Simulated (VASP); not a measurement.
# Al2Cu (I4/mmm) in VASP: relaxation of cell and atoms with PBE

Aim: the relaxation of cell and atoms of Al2Cu with PBE.

All numbers are computed with VASP 6.6.1; they aren't measurements. Logs are shortened: lines on timing, memory, paths and dates and some standing lists are left out, and cuts for length are marked.

## 1. The cell of the first run

It takes space group I4/mmm (No. 139, tetragonal). Conventional cell: a = 2.905 Å, b = 2.905 Å, c = 10.121 Å, α = 90.00°, β = 90.00°, γ = 90.00°. Al (site symmetry 4mm) has 5 Cu at 2.65 to 3.38 Å and 9 Al at 2.67 to 3.35 Å within 3.5 Å. Within 3.5 Å of Cu (site symmetry 4/mmm) lie 10 Al at 2.65 to 3.38 Å and 4 Cu at 2.90 Å.

The cell was built from a structure type or drawn by symmetry, and may not be a known phase.

## 2. Relaxation of cell and atoms, PBE

INCAR

```
SYSTEM = Al2Cu
PREC = Accurate ; ENCUT = 600
EDIFF = 1E-6 ; ISMEAR = 0
SIGMA = 0.2 ; LREAL = .FALSE.
LASPH = .TRUE. ; NELM = 100
ALGO = Fast ; ISIF = 3
LWAVE = .FALSE. ; LCHARG = .FALSE.
GGA = PE ; IBRION = 2
NSW = 36 ; EDIFFG = -0.08
```

KPOINTS

```
Automatic mesh
0
G
  9 9 9
  0 0 0
```

POSCAR

```
Al2Cu
1.0
   -1.4524252400      1.4524252400      5.0607293300
    1.4524252400     -1.4524252400      5.0607293300
    1.4524252400      1.4524252400     -5.0607293300
Al Cu
2 1
Direct
    0.6657348300      0.6657348300      0.0000000000
    0.3342651700      0.3342651700      0.0000000000
    0.0000000000      0.0000000000      0.0000000000
```

Potentials or basis: VASP PAW PBE potentials, release 64 (Al, Cu).

Run with:

```console
$ cat potpaw_PBE.64/Al/POTCAR potpaw_PBE.64/Cu/POTCAR > POTCAR
$ mpirun -np 1 vasp_std > vasp.out
```

OUTCAR:

```text
SYSTEM = Al2Cu
   PREC = Accurate
   ENCUT = 600
   EDIFF = 1E-6
   ISMEAR = 0
   LREAL = .FALSE.
   LASPH = .TRUE.
   NELM = 100
   ISIF = 3
   GGA = PE
   IBRION = 2
   NSW = 36
   EDIFFG = -0.08

 ion  position               nearest neighbor table
   1  0.666  0.666  0.000-   3 2.65   3 2.65   3 2.65   3 2.65   2 2.67   2 2.67   2 2.67   2 2.67
                             2 3.35
   2  0.334  0.334  0.000-   3 2.65   3 2.65   3 2.65   3 2.65   1 2.67   1 2.67   1 2.67   1 2.67
                             1 3.35
   3  0.000  0.000  0.000-   1 2.65   1 2.65   1 2.65   2 2.65   1 2.65   2 2.65   2 2.65   2 2.65

  LATTYP: Found a body centered tetragonal cell.
 ALAT       =     2.9048504800
 C/A-ratio  =     3.4843303398

  Lattice vectors:

 A1 = (  -1.4524252400,   1.4524252400,   5.0607293300)
 A2 = (   1.4524252400,  -1.4524252400,   5.0607293300)
 A3 = (   1.4524252400,   1.4524252400,  -5.0607293300)

Analysis of symmetry for initial positions (statically):
=====================================================================
 Subroutine PRICEL returns:
 Original cell was already a primitive cell.

 Routine SETGRP: Setting up the symmetry group for a
 body centered tetragonal supercell.

 Subroutine GETGRP returns: Found 16 space group operations
 (whereof 16 operations were pure point group operations)
 out of a pool of 16 trial point group operations.

The static configuration has the point symmetry D_4h.

Analysis of symmetry for dynamics (positions and initial velocities):
=====================================================================
 Subroutine PRICEL returns:
 Original cell was already a primitive cell.

 Routine SETGRP: Setting up the symmetry group for a
 body centered tetragonal supercell.

 Subroutine GETGRP returns: Found 16 space group operations
 (whereof 16 operations were pure point group operations)
 out of a pool of 16 trial point group operations.

The dynamic configuration has the point symmetry D_4h.

 Subroutine INISYM returns: Found 16 space group operations
 (whereof 16 operations are pure point group operations),
 and found     1 'primitive' translations

----------------------------------------------------------------------------------------

                                     Primitive cell

  volume of cell :      42.7032

  direct lattice vectors                    reciprocal lattice vectors
    -1.452425240  1.452425240  5.060729330     0.000000000  0.344251798  0.098799989
     1.452425240 -1.452425240  5.060729330     0.344251798  0.000000000  0.098799989
     1.452425240  1.452425240 -5.060729330     0.344251798  0.344251798  0.000000000

  length of vectors
     5.461690169  5.461690169  5.461690169     0.358149044  0.358149044  0.486845561

  position of ions in fractional coordinates (direct lattice)
     0.665734830  0.665734830  0.000000000
     0.334265170  0.334265170  0.000000000
     0.000000000  0.000000000  0.000000000

  ion indices of the primitive-cell ions
   primitive index   ion index
                 1           1
                 2           2
                 3           3

----------------------------------------------------------------------------------------

 KPOINTS: Automatic mesh

Automatic generation of k-mesh.
 Grid dimensions read from file:
 generate k-points for:    9    9    9

 Generating k-lattice:

  Cartesian coordinates                     Fractional coordinates (reciprocal lattice)
     0.000000000  0.038250200  0.010977777     0.111111111 -0.000000000  0.000000000
     0.038250200  0.000000000  0.010977777    -0.000000000  0.111111111  0.000000000
     0.038250200  0.038250200  0.000000000     0.000000000  0.000000000  0.111111111

  Length of vectors
     0.039794338  0.039794338  0.054093951

  Shift w.r.t. Gamma in fractional coordinates (k-lattice)
     0.000000000  0.000000000  0.000000000

 Subroutine IBZKPT returns following result:
 ===========================================

 Found     75 irreducible k-points:

 Following reciprocal coordinates:
            Coordinates               Weight
  0.000000  0.000000  0.000000      1.000000
  0.111111 -0.000000  0.000000      8.000000
  0.222222 -0.000000  0.000000      8.000000
  0.333333 -0.000000  0.000000      8.000000
  0.444444 -0.000000  0.000000      8.000000
  0.111111  0.111111  0.000000      8.000000
[... 16 lines left out ...]
 -0.333333  0.333333  0.000000      4.000000
  0.444444  0.444444  0.000000      8.000000
 [... further k-points ...]
   k-points           NKPTS =     75   k-points in BZ     NKDIM =     75   number of bands    NBANDS=     12
   number of dos      NEDOS =    301   number of ions     NIONS =      3
   total plane-waves  NPLWV = 110592
   dimension x,y,z NGX =    48 NGY =   48 NGZ =   48
   dimension x,y,z NGXF=    96 NGYF=   96 NGZF=   96
   ions per type =               2   1
   NGX,Y,Z   is equivalent  to a cutoff of  14.61, 14.61, 14.61 a.u.
   NGXF,Y,Z  is equivalent  to a cutoff of  29.22, 29.22, 29.22 a.u.
 SYSTEM =  Al2Cu
   PREC   = accura    normal or accurate (medium, high low for compatibility)
   ISTART =      0    job   : 0-new  1-cont  2-samecut
   ICHARG =      2    charge: 1-file 2-atom 10-const
   ISPIN  =      1    spin polarized calculation?
   LNONCOLLINEAR =      F non collinear calculations
   LSORBIT =      F    spin-orbit coupling
   LASPH  =      T    aspherical Exc in radial PAW
   ENCUT  =  600.0 eV  44.10 Ry    6.64 a.u.  10.91 10.91 10.91*2*pi/ulx,y,z
   NELM   =    100;   NELMIN=  2; NELMDL= -5     # of ELM steps
   EDIFF  = 0.1E-05   stopping-criterion for ELM
   LREAL  =      F    real-space projection
   EDIFFG = -.8E-01   stopping-criterion for IOM
   NSW    =     36    number of steps for IOM
   IBRION =      2    ionic relax: 0-MD 1-quasi-New 2-CG
   NFREE  =      1    steps in history (QN), initial steepest desc. (CG)
   ISIF   =      3    stress and relaxation
   ISYM   =      2    0-nonsym 1-usesym 2-fastsym
   POTIM  = 0.5000    time-step for ionic-motion
   TEBEG  =    0.0;   TEEND  =   0.0 temperature during run
   PSTRESS=    0.0 pullay stress
   NELECT =      17.0000    total number of electrons
   NUPDOWN=      -1.0000    fix difference up-down
   EMIN   =  10.00;   EMAX   =-10.00  energy-range for DOS
   EFERMI =   0.00;   METHOD = LEGACY
   ISMEAR =     0;   SIGMA  =   0.20  broadening in eV -4-tet -1-fermi 0-gaus
   EFERMI_NEDOS =   21; number of points for ismear=-14 and -15
   IALGO  =     68    algorithm
   IMIX   =      4    mixing-type and parameters
     AMIX     =   0.40;   BMIX     =  1.00
     AMIX_MAG =   1.60;   BMIX_MAG =  1.00
  volume/ion in A,a.u.               =      14.23        96.06
  Fermi-wavevector in a.u.,A,eV,Ry     =   1.204308  2.275812 19.733316  1.450358
  Thomas-Fermi vector in A             =   2.340037
   LORBIT       =      0    0 simple, 1 ext, 2 COOP (PROOUT), +10 PAW based schemes
   GGA     = PE    functional components
   LHFCALC =     F    Hartree Fock is set to
   AEXX    =    0.0000 exact exchange contribution
   IVDW    =     0    specifies the selected vdW correction
   LEPSILON=     F    determine dielectric tensor
   LRPA    =     F    only Hartree local field effects (RPA)
 conjugate gradient relaxation of ions
 non-spin polarized calculation
 RMM-DIIS sequential band-by-band and
 Gauss-broadening in eV      SIGMA  =   0.20
  energy-cutoff  :      600.00
  volume of cell :       42.70
 maximum number of plane-waves:      1443
 NGX is ok and might be reduce to    48
   NGX = 21   NGY = 21   NGZ = 21

--------------------------------------- Ionic step        1  -------------------------------------------

 number of electron      16.9999999 magnetization

 Free energy of the ion-electron system (eV)
  ---------------------------------------------------
  ext. energy  EPLUGINS =         0.00000000
  ---------------------------------------------------
  free energy    TOTEN  =       -11.20441167 eV

  energy without entropy =      -11.17302845  energy(sigma->0) =      -11.18872006

------------------------ aborting loop because EDIFF is reached ----------------------------------------

  FORCE on cell =-STRESS in cart. coord.  units (eV):
  Direction    XX          YY          ZZ          XY          YZ          ZX
  --------------------------------------------------------------------------------------
  -------------------------------------------------------------------------------------
  Total        0.5698669      0.5698669      1.6869660      0.0000000     -0.0000000      0.0000000
  in kB       21.3807699     21.3807699     63.2930812      0.0000000     -0.0000000      0.0000000
  external PRESSURE =      35.3515404 kB  Pullay stress =       0.0000000 kB
[... 281 lines left out ...]
  energy  without entropy=      -11.4961861518  energy(sigma->0) =      -11.50580375

--------------------------------------- Ionic step        9  -------------------------------------------

 number of electron      16.9999995 magnetization

 Free energy of the ion-electron system (eV)
  ---------------------------------------------------
  ext. energy  EPLUGINS =         0.00000000
  ---------------------------------------------------
  free energy    TOTEN  =       -11.53162184 eV

  energy without entropy =      -11.51195935  energy(sigma->0) =      -11.52179059

 E-fermi :   8.1641     XC(G=0): -10.9257

 val. band max:        8.1333063927   @ k =   0.4444  -0.0000   0.0000
 cond. band min:       8.1834774935   @ k =  -0.4444   0.2222  -0.0000
 fundamental gap:      0.0501711008
 Fermi energy:         8.1641330768

 k-point     1 :       0.0000    0.0000    0.0000
  band No.  band energies     occupation
      1      -2.7785      2.00000
      2       1.4830      2.00000
      3       1.7815      2.00000
      4       3.9526      2.00000
      5       4.7109      2.00000
      6       4.8390      2.00000
      7       4.8390      2.00000
      8       5.2160      2.00000
      9      15.0493      0.00000
     10      16.0564      0.00000
     11      16.0564      0.00000
     12      16.6019      0.00000
[... 331 lines left out ...]
 k-point    24 :       0.4444    0.4444    0.0000
  band No.  band energies     occupation
      1       3.2111      2.00000
      2       3.6242      2.00000
      3       3.9358      2.00000
      4       4.5425      2.00000
      5       5.3755      2.00000
      6       6.0569      2.00000
      7       6.2162      2.00000
      8       6.7130      2.00000
      9       8.5114      0.01408
     10       9.8683      0.00000
     11      10.6172      0.00000
     12      11.7503      0.00000

 [... further k-points ...]
[... 5 lines left out ...]
  --------------------------------------------------------------------------------------
  -------------------------------------------------------------------------------------
  Total        0.0370956      0.0370956      0.1000500      0.0000000      0.0000000      0.0000000
  in kB        1.3451804      1.3451804      3.6280703      0.0000000      0.0000000      0.0000000
  external PRESSURE =       2.1061437 kB  Pullay stress =       0.0000000 kB
[... 18 lines left out ...]
  FREE ENERGIE OF THE ION-ELECTRON SYSTEM (eV)
  ---------------------------------------------------
  free  energy   TOTEN  =       -11.5316218399 eV

  energy  without entropy=      -11.5119593459  energy(sigma->0) =      -11.52179059

 reached required accuracy - stopping structural energy minimisation
```

Wall time 17 min (1 thread of Intel Xeon Platinum 8488C (Sapphire Rapids), shared host); peak memory 0.38 GiB.

What came out:

```
Free energy                           : -11.5316 eV
Relaxed volume                        : 14.73 Å³/atom
Relaxed cell                          : a = 6.056 Å, b = 6.056 Å, c = 6.056 Å, α = 153.49°, β = 153.49°, γ = 37.84°
Space group after relaxing (to 0.1 Å) : I4/mmm (No. 139)
Energy gained by relaxing             : 109.1 meV/atom
Ionic steps                           : 9
Pressure after relaxing               : 0.2 GPa
Largest force after relaxing          : 0.053 eV/Å
Band gap on the k mesh                : zero (an odd number of electrons rules out a gap without spin polarisation)
```

Forces on the atoms (eV/Å):
```
Al   0.000  0.000 -0.053
Al   0.000  0.000  0.053
Cu   0.000  0.000  0.000
```

Step by step:
```
step  energy change (eV)  largest force (eV/Å)  pressure (GPa)  volume (Å³)
   1              0.0000                1.2082            3.54        42.70
   2             -0.1371                0.6312           -1.12        44.67
   3             -0.1702                0.1966           -4.84        46.70
   4             -0.2429                0.3196           -1.73        45.38
   5             -0.2456                0.4144           -1.33        45.10
   6             -0.2801                0.3318           -0.05        44.37
   7             -0.3009                0.0280            4.74        42.16
   8             -0.3110                0.1463            2.45        42.99
   9             -0.3272                0.0535            0.21        44.18
```

Final structure:
```yaml
crystal:
  lattice:
    - [-1.38849, 1.38849, 5.72934]
    - [1.38849, -1.38849, 5.72934]
    - [1.38849, 1.38849, -5.72934]
  atoms:
    - { symbol: Al, position: [0.65614, 0.65614, 0.00000] }
    - { symbol: Al, position: [0.34386, 0.34386, 0.00000] }
    - { symbol: Cu, position: [0.00000, 0.00000, 0.00000] }
```

Levels at points of the mesh, in eV from the Fermi level:
```csv
k point,band 4,band 5,band 6,band 7,band 8,band 9,band 10,band 11,band 12
"(0.00, 0.00, 0.00)",-4.21,-3.45,-3.33,-3.33,-2.95,6.89,7.89,7.89,8.44
```

Caveat: the relaxation stopped at a loose force limit of 0.08 eV/Å, so its end isn't a converged minimum.
